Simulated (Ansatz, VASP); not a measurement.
Cu: VASP beside Ansatz

```
CELL_PARAMETERS angstrom
2.19991 0.00000 0.00000
-1.09996 1.90518 0.00000
0.00000 0.00000 2.11094
ATOMIC_POSITIONS crystal
Cu 0.00000 0.00000 0.00000
```

Change from the starting cell: volume scaled by 0.68, norm-conserving files.

Alike in both runs: task single point; functional PBE; k mesh 17 × 17 × 16; occupations fermi-dirac, width 0.05 eV; no spin polarisation.

|  | VASP | Ansatz |
| --- | --- | --- |
| version | VASP 6.6.1 | Ansatz 0.2.0 |
| potentials or method | VASP PAW PBE potentials, release 64 (Cu) | norm-conserving pseudopotentials, scalar-relativistic |
| plane-wave cutoff (eV) | 520 | 1252 |
| valence electrons in the cell | 11 | 19 |

Ansatz gave:

| Quantity | Value |
| --- | --- |
| pressure (GPa) | 119.4 |
| traceless stress, the component that is largest in VASP (GPa) | -0.07 |

**Question.** Which values does VASP return?

**Answer.** Pressure (GPa): 118.9; traceless stress, the component that is largest in VASP (GPa): -0.41.

Both programs put the cell under a high pressure, so it lies far from rest at this level. VASP's potentials hold 11 valence electrons a cell and Ansatz's 19, so a difference there can come from the potentials and not from the codes.

Noted on VASP's run: the cell as given lies far from equilibrium.
